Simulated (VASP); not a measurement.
# GaS3 (Im-3m) in VASP: further runs, part 2 of 2

VASP 6.6.1. The steps go on from the part before.

### Step 3. Single point, PBE

This run uses another cell than the first one, of 25.38 Å³/atom, 1.423 times its volume.

Input file INCAR:

```
PREC = Accurate
ENCUT = 520
EDIFF = 1E-6
ISMEAR = 0
SIGMA = 0.1
LREAL = F
LASPH = T
NELM = 80
ALGO = Normal
ISIF = 2
LWAVE = F
LCHARG = F
GGA = PE
NBANDS = 24
```

Input file KPOINTS:

```
Automatic mesh
0
Gamma
  4 4 4
```

Input file POSCAR:

```
GaS3
1.0
   -2.9388654000      2.9388654000      2.9388654000
    2.9388654000     -2.9388654000      2.9388654000
    2.9388654000      2.9388654000     -2.9388654000
Ga S
1 3
Direct
    0.0000000000      0.0000000000      0.0000000000
    0.0000000000      0.5000000000      0.5000000000
    0.5000000000      0.0000000000      0.5000000000
    0.5000000000      0.5000000000      0.0000000000
```

Potentials or basis: VASP PAW PBE potentials, release 64 (Ga_d, S).

Run with:

```bash
$ cat potpaw_PBE.64/Ga_d/POTCAR potpaw_PBE.64/S/POTCAR > POTCAR
$ mpirun -np 1 vasp_std > vasp.out
```

OUTCAR:

```text
PREC = Accurate
   ENCUT = 520
   EDIFF = 1E-6
   ISMEAR = 0
   LREAL = F
   LASPH = T
   NELM = 80
   ISIF = 2
   GGA = PE

 ion  position               nearest neighbor table
   1  0.000  0.000  0.000-
   2  0.000  0.500  0.500-
   3  0.500  0.000  0.500-
   4  0.500  0.500  0.000-

  LATTYP: Found a body centered cubic cell.
 ALAT       =     5.8777308000

  Lattice vectors:

 A1 = (  -2.9388654000,   2.9388654000,   2.9388654000)
 A2 = (   2.9388654000,  -2.9388654000,   2.9388654000)
 A3 = (   2.9388654000,   2.9388654000,  -2.9388654000)

Analysis of symmetry for initial positions (statically):
=====================================================================
 Subroutine PRICEL returns:
 Original cell was already a primitive cell.

 Routine SETGRP: Setting up the symmetry group for a
 body centered cubic supercell.

 Subroutine GETGRP returns: Found 48 space group operations
 (whereof 48 operations were pure point group operations)
 out of a pool of 48 trial point group operations.

The static configuration has the point symmetry O_h .

Analysis of symmetry for dynamics (positions and initial velocities):
=====================================================================
 Subroutine PRICEL returns:
 Original cell was already a primitive cell.

 Routine SETGRP: Setting up the symmetry group for a
 body centered cubic supercell.

 Subroutine GETGRP returns: Found 48 space group operations
 (whereof 48 operations were pure point group operations)
 out of a pool of 48 trial point group operations.

The dynamic configuration has the point symmetry O_h .

 Subroutine INISYM returns: Found 48 space group operations
[... 97 lines left out ...]
   EMIN   =  10.00;   EMAX   =-10.00  energy-range for DOS
   EFERMI =   0.00;   METHOD = LEGACY
   ISMEAR =     0;   SIGMA  =   0.10  broadening in eV -4-tet -1-fermi 0-gaus
   EFERMI_NEDOS =   21; number of points for ismear=-14 and -15
   IALGO  =     38    algorithm
   IMIX   =      4    mixing-type and parameters
     AMIX     =   0.40;   BMIX     =  1.00
     AMIX_MAG =   1.60;   BMIX_MAG =  1.00
  volume/ion in A,a.u.               =      25.38       171.29
  Fermi-wavevector in a.u.,A,eV,Ry     =   1.102374  2.083185 16.534192  1.215229
  Thomas-Fermi vector in A             =   2.238816
   LORBIT       =      0    0 simple, 1 ext, 2 COOP (PROOUT), +10 PAW based schemes
   GGA     = PE    functional components
   LHFCALC =     F    Hartree Fock is set to
   AEXX    =    0.0000 exact exchange contribution
   IVDW    =     0    specifies the selected vdW correction
   LEPSILON=     F    determine dielectric tensor
   LRPA    =     F    only Hartree local field effects (RPA)
 non-spin polarized calculation
 Gauss-broadening in eV      SIGMA  =   0.10
  energy-cutoff  :      520.00
  volume of cell :      101.53
 maximum number of plane-waves:      2760
 NGX is ok and might be reduce to    40
   NGX = 19   NGY = 19   NGZ = 19

 number of electron      30.9999995 magnetization

 Free energy of the ion-electron system (eV)
  ---------------------------------------------------
  ext. energy  EPLUGINS =         0.00000000
  ---------------------------------------------------
  free energy    TOTEN  =       -13.16075743 eV

  energy without entropy =      -13.12116079  energy(sigma->0) =      -13.14095911

 E-fermi :   2.6996     XC(G=0):  -8.9336

 val. band max:        2.6846139605   @ k =   0.2500   0.0000   0.0000
 cond. band min:       2.7462177462   @ k =   0.2500   0.2500   0.0000
 fundamental gap:      0.0616037857
 Fermi energy:         2.6996158048

 k-point     1 :       0.0000    0.0000    0.0000
  band No.  band energies     occupation
      1     -11.9443      2.00000
      2     -11.9443      2.00000
      3     -11.9178      2.00000
      4     -11.9178      2.00000
      5     -11.9178      2.00000
      6     -11.0154      2.00000
[... 205 lines left out ...]
     23       9.7629      0.00000
     24       9.7629      0.00000

------------------------ aborting loop because EDIFF is reached ----------------------------------------

  FORCE on cell =-STRESS in cart. coord.  units (eV):
  Direction    XX          YY          ZZ          XY          YZ          ZX
  --------------------------------------------------------------------------------------
  -------------------------------------------------------------------------------------
  Total       -6.9064490     -6.9064490     -6.9064490      0.0000000      0.0000000     -0.0000000
  in kB     -108.9848964   -108.9848964   -108.9848964      0.0000000      0.0000000     -0.0000000
  external PRESSURE =    -108.9848964 kB  Pullay stress =       0.0000000 kB

 VOLUME and BASIS-vectors are now :
 -----------------------------------------------------------------------------
  energy-cutoff  :      520.00
  volume of cell :      101.53
      direct lattice vectors                 reciprocal lattice vectors
    -2.938865400  2.938865400  2.938865400     0.000000000  0.170133685  0.170133685
     2.938865400 -2.938865400  2.938865400     0.170133685  0.000000000  0.170133685
     2.938865400  2.938865400 -2.938865400     0.170133685  0.170133685  0.000000000

 POSITION                                       TOTAL-FORCE (eV/Angst)
 -----------------------------------------------------------------------------------
      0.00000      0.00000      0.00000        -0.000000     -0.000000     -0.000000
      2.93887      0.00000      0.00000         0.000000      0.000000      0.000000
      0.00000      2.93887      0.00000         0.000000     -0.000000      0.000000
      0.00000      0.00000      2.93887        -0.000000     -0.000000     -0.000000
 -----------------------------------------------------------------------------------
    total drift:                               -0.000000     -0.000000      0.000000

  FREE ENERGIE OF THE ION-ELECTRON SYSTEM (eV)
  ---------------------------------------------------
  free  energy   TOTEN  =       -13.1607574308 eV

  energy  without entropy=      -13.1211607943  energy(sigma->0) =      -13.14095911
```

stdout:

```text
POSCAR found type information on POSCAR GaS
 POSCAR found :  2 types and       4 ions
 scaLAPACK will be used
 LDA part: xc-table for (Slater+PW92), standard interpolation
 POSCAR, INCAR and KPOINTS ok, starting setup
 FFT: planning ... GRIDC
 FFT: planning ... GRID_SOFT
 FFT: planning ... GRID
 WAVECAR not read
 entering main loop
```

Wall time 11 s (1 thread of Intel Xeon 6975P-C (Granite Rapids), shared host); peak memory 0.23 GiB.

What came out:

* Free energy: -13.1608 eV
* Pressure: -10.9 GPa

Caveat: the k points lie up to 0.38 Å⁻¹ apart.

### Step 4. Single point, PBE

This run uses another cell than the first one, of 17.44 Å³/atom, 0.978 times its volume.

Input file INCAR:

```
PREC = Accurate ; ENCUT = 520
EDIFF = 1E-7 ; ISMEAR = 0
SIGMA = 0.1 ; LREAL = False
LASPH = True ; NELM = 60
ALGO = Normal ; ISIF = 2
LWAVE = False ; LCHARG = True
GGA = PE ; LELF = True
LVHAR = True ; NBANDS = 24
```

Input file KPOINTS:

```
regular mesh
0
Gamma
  6 6 6
```

Input file POSCAR:

```
GaS3
1.0
   -2.5933542715      2.5933542715      2.5933542715
    2.5933542715     -2.5933542715      2.5933542715
    2.5933542715      2.5933542715     -2.5933542715
Ga S
1 3
Direct
    0.0000000000      0.0000000000      0.0000000000
    0.0000000000      0.5000000000      0.5000000000
    0.5000000000      0.0000000000      0.5000000000
    0.5000000000      0.5000000000      0.0000000000
```

Potentials or basis: VASP PAW PBE potentials, release 64 (Ga_d, S).

Run with:

```bash
$ cat potpaw_PBE.64/Ga_d/POTCAR potpaw_PBE.64/S/POTCAR > POTCAR
$ mpirun -np 1 vasp_std > vasp.out
```

OUTCAR:

```text
PREC = Accurate
   ENCUT = 520
   EDIFF = 1E-7
   ISMEAR = 0
   LREAL = False
   LASPH = True
   NELM = 60
   ISIF = 2
   GGA = PE

 ion  position               nearest neighbor table
   1  0.000  0.000  0.000-   2 2.59   3 2.59   4 2.59   2 2.59   3 2.59   4 2.59
   2  0.000  0.500  0.500-   1 2.59   3 2.59   4 2.59   1 2.59   4 2.59   3 2.59
   3  0.500  0.000  0.500-   1 2.59   2 2.59   4 2.59   4 2.59   1 2.59   2 2.59
   4  0.500  0.500  0.000-   1 2.59   2 2.59   3 2.59   3 2.59   2 2.59   1 2.59

  LATTYP: Found a body centered cubic cell.
 ALAT       =     5.1867085430

  Lattice vectors:

 A1 = (  -2.5933542715,   2.5933542715,   2.5933542715)
 A2 = (   2.5933542715,  -2.5933542715,   2.5933542715)
 A3 = (   2.5933542715,   2.5933542715,  -2.5933542715)

Analysis of symmetry for initial positions (statically):
=====================================================================
 Subroutine PRICEL returns:
 Original cell was already a primitive cell.

 Routine SETGRP: Setting up the symmetry group for a
 body centered cubic supercell.

 Subroutine GETGRP returns: Found 48 space group operations
 (whereof 48 operations were pure point group operations)
 out of a pool of 48 trial point group operations.

The static configuration has the point symmetry O_h .

Analysis of symmetry for dynamics (positions and initial velocities):
=====================================================================
 Subroutine PRICEL returns:
 Original cell was already a primitive cell.

 Routine SETGRP: Setting up the symmetry group for a
 body centered cubic supercell.

 Subroutine GETGRP returns: Found 48 space group operations
 (whereof 48 operations were pure point group operations)
 out of a pool of 48 trial point group operations.

The dynamic configuration has the point symmetry O_h .
[... 109 lines left out ...]
   ISMEAR =     0;   SIGMA  =   0.10  broadening in eV -4-tet -1-fermi 0-gaus
   EFERMI_NEDOS =   21; number of points for ismear=-14 and -15
   IALGO  =     38    algorithm
   IMIX   =      4    mixing-type and parameters
     AMIX     =   0.40;   BMIX     =  1.00
     AMIX_MAG =   1.60;   BMIX_MAG =  1.00
  volume/ion in A,a.u.               =      17.44       117.70
  Fermi-wavevector in a.u.,A,eV,Ry     =   1.249243  2.360727 21.233358  1.560608
  Thomas-Fermi vector in A             =   2.383292
   LORBIT       =      0    0 simple, 1 ext, 2 COOP (PROOUT), +10 PAW based schemes
   GGA     = PE    functional components
   LHFCALC =     F    Hartree Fock is set to
   AEXX    =    0.0000 exact exchange contribution
   IVDW    =     0    specifies the selected vdW correction
   LEPSILON=     F    determine dielectric tensor
   LRPA    =     F    only Hartree local field effects (RPA)
 non-spin polarized calculation
 Gauss-broadening in eV      SIGMA  =   0.10
  energy-cutoff  :      520.00
  volume of cell :       69.77
 maximum number of plane-waves:      1926
 NGX is ok and might be reduce to    36
   NGX = 17   NGY = 17   NGZ = 17

 number of electron      31.0000011 magnetization

 Free energy of the ion-electron system (eV)
  ---------------------------------------------------
  ext. energy  EPLUGINS =         0.00000000
  ---------------------------------------------------
  free energy    TOTEN  =       -14.71834715 eV

  energy without entropy =      -14.70875267  energy(sigma->0) =      -14.71354991

 E-fermi :   6.6861     XC(G=0): -10.6649

 val. band max:        6.6428323378   @ k =   0.1667   0.1667   0.1667
 cond. band min:       6.7600262798   @ k =  -0.3333   0.5000   0.1667
 fundamental gap:      0.1171939420
 Fermi energy:         6.6861032300

 k-point     1 :       0.0000    0.0000    0.0000
  band No.  band energies     occupation
      1      -9.5221      2.00000
      2      -8.6356      2.00000
      3      -8.6356      2.00000
      4      -8.5208      2.00000
      5      -8.5208      2.00000
      6      -8.5208      2.00000
[... 421 lines left out ...]
     23      15.1418      0.00000
     24      15.1418      0.00000

------------------------ aborting loop because EDIFF is reached ----------------------------------------

  FORCE on cell =-STRESS in cart. coord.  units (eV):
  Direction    XX          YY          ZZ          XY          YZ          ZX
  --------------------------------------------------------------------------------------
  -------------------------------------------------------------------------------------
  Total       -0.1055024     -0.1055024     -0.1055024     -0.0000000      0.0000000      0.0000000
  in kB       -2.4228537     -2.4228537     -2.4228537     -0.0000000      0.0000000      0.0000000
  external PRESSURE =      -2.4228537 kB  Pullay stress =       0.0000000 kB

 VOLUME and BASIS-vectors are now :
 -----------------------------------------------------------------------------
  energy-cutoff  :      520.00
  volume of cell :       69.77
      direct lattice vectors                 reciprocal lattice vectors
    -2.593354271  2.593354271  2.593354271     0.000000000  0.192800500  0.192800500
     2.593354271 -2.593354271  2.593354271     0.192800500  0.000000000  0.192800500
     2.593354271  2.593354271 -2.593354271     0.192800500  0.192800500  0.000000000

 POSITION                                       TOTAL-FORCE (eV/Angst)
 -----------------------------------------------------------------------------------
      0.00000      0.00000      0.00000         0.000000      0.000000      0.000000
      2.59335      0.00000      0.00000        -0.000000      0.000000     -0.000000
      0.00000      2.59335      0.00000         0.000000     -0.000000      0.000000
      0.00000      0.00000      2.59335        -0.000000      0.000000      0.000000
 -----------------------------------------------------------------------------------
    total drift:                                0.000000     -0.000000     -0.000000

  FREE ENERGIE OF THE ION-ELECTRON SYSTEM (eV)
  ---------------------------------------------------
  free  energy   TOTEN  =       -14.7183471490 eV

  energy  without entropy=      -14.7087526668  energy(sigma->0) =      -14.71354991
```

OSZICAR:

```text
N       E                     dE             d eps       ncg     rms          rms(c)
DAV:   1     0.220210737475E+03    0.22021E+03   -0.14111E+04   824   0.163E+03
DAV:   2     0.110222984632E+02   -0.20919E+03   -0.19203E+03   840   0.404E+02
DAV:   3    -0.140147191205E+02   -0.25037E+02   -0.24292E+02  1000   0.104E+02
DAV:   4    -0.148365365425E+02   -0.82182E+00   -0.81793E+00   936   0.202E+01
DAV:   5    -0.148622323921E+02   -0.25696E-01   -0.25688E-01  1056   0.339E+00    0.145E+01
DAV:   6    -0.147208481442E+02    0.14138E+00   -0.26332E-01  1080   0.114E+01    0.884E+00
DAV:   7    -0.147173271485E+02    0.35210E-02   -0.78023E-02  1112   0.252E+00    0.105E+00
DAV:   8    -0.147179483349E+02   -0.62119E-03   -0.90407E-03  1024   0.116E+00    0.261E-01
DAV:   9    -0.147183440980E+02   -0.39576E-03   -0.17795E-03   912   0.243E-01    0.214E-01
DAV:  10    -0.147183293231E+02    0.14775E-04   -0.76804E-05  1064   0.906E-02    0.810E-02
DAV:  11    -0.147183466156E+02   -0.17292E-04   -0.48646E-05   904   0.404E-02    0.427E-03
DAV:  12    -0.147183472215E+02   -0.60594E-06   -0.18895E-06  1096   0.817E-03    0.281E-03
DAV:  13    -0.147183471490E+02    0.72554E-07   -0.40193E-07   864   0.420E-03
   1 F= -.14718347E+02 E0= -.14713550E+02  d E =-.959448E-02
```

It took 16 s on 1 thread of Intel Xeon 6975P-C (Granite Rapids), shared host; peak memory 0.2 GiB.

Results:

| Item | Value |
| --- | --- |
| Free energy | -14.7183 eV |
| Pressure | -0.2 GPa |

### Step 5. Relaxation of cell and atoms, PBE

This run uses another cell than the first one, of 25.38 Å³/atom, 1.423 times its volume.

Input file INCAR:

```
SYSTEM = GaS3
ALGO = Normal
EDIFF = 1E-7
EDIFFG = -0.04
ENCUT = 600
GGA = PE
IBRION = 2
ISIF = 3
ISMEAR = 0
LASPH = .TRUE.
LCHARG = .FALSE.
LREAL = .FALSE.
LWAVE = .FALSE.
NELM = 100
NSW = 90
PREC = Accurate
SIGMA = 0.1
```

Input file KPOINTS:

```
k-points
0
G
  4 4 4
  0 0 0
```

Input file POSCAR:

```
GaS3
1.0
   -2.9388654000      2.9388654000      2.9388654000
    2.9388654000     -2.9388654000      2.9388654000
    2.9388654000      2.9388654000     -2.9388654000
Ga S
1 3
Direct
    0.0000000000      0.0000000000      0.0000000000
    0.0000000000      0.5000000000      0.5000000000
    0.5000000000      0.0000000000      0.5000000000
    0.5000000000      0.5000000000      0.0000000000
```

Run with:

```bash
$ cat potpaw_PBE.64/Ga_d/POTCAR potpaw_PBE.64/S/POTCAR > POTCAR
$ mpirun -np 1 vasp_std > vasp.out
```

It took 37 s on 1 thread of Intel Xeon 6975P-C (Granite Rapids), shared host; peak memory 0.26 GiB.

The run converged. Its results:

```
Free energy                            : -14.6271 eV
Relaxed volume                         : 17.88 Å³/atom
Relaxed cell                           : a = 4.529 Å, b = 4.529 Å, c = 4.529 Å, α = 109.47°, β = 109.47°, γ = 109.47°
Space group after relaxing (to 0.05 Å) : Im-3m (No. 229)
Energy gained by relaxing              : 366.6 meV/atom
Ionic steps                            : 3
Pressure after relaxing                : -0.2 GPa
```

The path:
| step | energy change (eV) | largest force (eV/Å) | pressure (GPa) | volume (Å³) |
| --- | --- | --- | --- | --- |
| 1 | 0.0000 | 0.0000 | -10.88 | 101.53 |
| 2 | -1.3348 | 0.0000 | -5.61 | 78.26 |
| 3 | -1.4663 | 0.0000 | -0.15 | 71.52 |

Final structure:
```xyz
4
Lattice="-2.6150 2.6150 2.6150 2.6150 -2.6150 2.6150 2.6150 2.6150 -2.6150" Properties=species:S:1:pos:R:3 pbc="T T T"
Ga    0.0000    0.0000    0.0000
S     2.6150    0.0000    0.0000
S     0.0000    2.6150    0.0000
S     0.0000    0.0000    2.6150
```

Levels at points of the mesh, in eV from the Fermi level:
| k point | band 12 | band 13 | band 14 | band 15 | band 16 | band 17 | band 18 | band 19 |
| --- | --- | --- | --- | --- | --- | --- | --- | --- |
| (0.00, 0.00, 0.00) | -4.57 | -4.57 | -4.57 | -4.09 | 1.77 | 1.77 | 1.77 | 2.59 |
| (0.50, 0.00, 0.00) | -3.69 | -3.02 | -2.92 | -2.61 | -1.85 | 1.62 | 2.07 | 2.49 |
| (0.50, 0.50, 0.50) | -3.40 | -3.27 | -3.27 | -3.27 | 2.23 | 2.23 | 2.23 | 5.77 |

Caveat: the k points lie up to 0.42 Å⁻¹ apart in the final cell; the volume moved by over 15 % at a fixed basis, so the end points are rough.

### Step 6. The runs side by side

```tsv
task	cell	k mesh	cutoff (eV)	gap on the mesh (eV)	pressure (GPa)
single point	a = 4.525 Å, angles 109.5°, 4 atoms	4 × 4 × 4	520	none	0.0
single point	a = 5.090 Å, angles 109.5°, 4 atoms	4 × 4 × 4	520	none	-10.9
single point	a = 4.492 Å, angles 109.5°, 4 atoms	6 × 6 × 6	520	none	-0.2
relaxation of cell and atoms	relaxed from a = 5.090 Å, angles 109.5°, 4 atoms	4 × 4 × 4	600	none	-0.2
```

Alike in all rows: level PBE; potentials or basis VASP PAW PBE potentials, release 64 (Ga_d, S); no spin polarisation; smearing gaussian 0.1 eV.

Caveats: some runs use coarse meshes; the volume moved by over 15 % at a fixed basis, so the end points are rough (some runs).

Absolute energies hang on the potentials; compare differences alone.
